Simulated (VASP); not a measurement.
A run of VASP 6.6.1 is set up as follows.

Contents of INCAR:

```
SYSTEM = Sb2As2C
PREC = Accurate ; ENCUT = 520
EDIFF = 1E-6 ; ISMEAR = 0
SIGMA = 0.1 ; LREAL = .FALSE.
LASPH = .TRUE. ; NELM = 100
ALGO = Normal ; ISIF = 2
LWAVE = .FALSE. ; LCHARG = .TRUE.
GGA = PE ; LELF = .TRUE.
LVHAR = .TRUE. ; NBANDS = 20
```

KPOINTS

```
regular mesh
0
G
  4 4 4
  0 0 0
```

File POSCAR:

```
Sb2As2C
1.0
   -3.0456040000      3.3038427100      3.5442537900
    3.0456040000     -3.3038427100      3.5442537900
    3.0456040000      3.3038427100     -3.5442537900
Sb As C
2 2 1
Direct
    0.8172270400      0.5000000000      0.3172270400
    0.1827729600      0.5000000000      0.6827729600
    0.8737587900      0.8737587900      0.0000000000
    0.1262412100      0.1262412100      0.0000000000
    0.5000000000      0.5000000000      0.0000000000
```

Potentials or basis: VASP PAW PBE potentials, release 64 (Sb, As, C).

Launch:

```sh
$ cat potpaw_PBE.64/Sb/POTCAR potpaw_PBE.64/As/POTCAR potpaw_PBE.64/C/POTCAR > POTCAR
$ mpirun -np 1 vasp_std > vasp.out
```

Q: Predict the band gap on the k mesh.

A: Zero (band 12 reaches 4.49 eV, above the bottom of band 13 at 2.71 eV).

Q: Estimate the largest force.

A: 20.085 eV/Å.

Q: What does it give for the pressure?

A: 20.0 GPa.

Forces on the atoms (eV/Å):
```
Sb    0.000  -6.007   0.000
Sb    0.000   6.007   0.000
As    0.000   0.000 -20.085
As    0.000   0.000  20.085
C     0.000   0.000   0.000
```

Caveat: spin-orbit coupling is left out, which moves the levels of the heavy elements; forces of over 1 eV/Å act on the atoms, so gaps and moduli don't describe the material at rest.
